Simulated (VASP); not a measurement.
Co, 2 atoms in the cell. Symmetry: P6_3/mmc, No. 194, hexagonal system. The conventional cell has a = 2.494 Å, b = 2.494 Å, c = 4.028 Å, α = 90.00°, β = 90.00°, γ = 120.00°. Co (site symmetry -6m2) has 12 Co at 2.48 to 2.49 Å within 3.3 Å. 

| Property | Result |
| --- | --- |
| Program | VASP 6.6.1 |
| Task | single point |
| Functional | PBE |
| Potentials or basis | VASP PAW PBE potentials, release 64 (Co) |
| Cutoff | 520 eV |
| k mesh | 2 × 2 × 1 |
| Occupations | fermi-dirac, width 0.05 eV |
| Spin | collinear spin, ferromagnetic start |
| Starting moments | [1.69, 1.69] μB |
| Dipole correction | no |
| Further INCAR settings | ALGO = Normal; EDIFF = 1e-06; NBANDS = 20 |

Potentials or basis: VASP PAW PBE potentials, release 64 (Co).

The run is started by

```bash
$ cat potpaw_PBE.64/Co/POTCAR > POTCAR
$ mpirun -np 1 vasp_std > vasp.out
```

Hardware: 1 thread of Intel(R) Xeon(R) 6975P-C (Granite Rapids), with other jobs on the host.

Question: Estimate the wall time of this run.

Answer: Run time: 4.6 s on 1 thread of Intel(R) Xeon(R) 6975P-C (Granite Rapids), on a shared host, peak memory 0.13 GiB. Counts: scf iterations 16, k points 2.
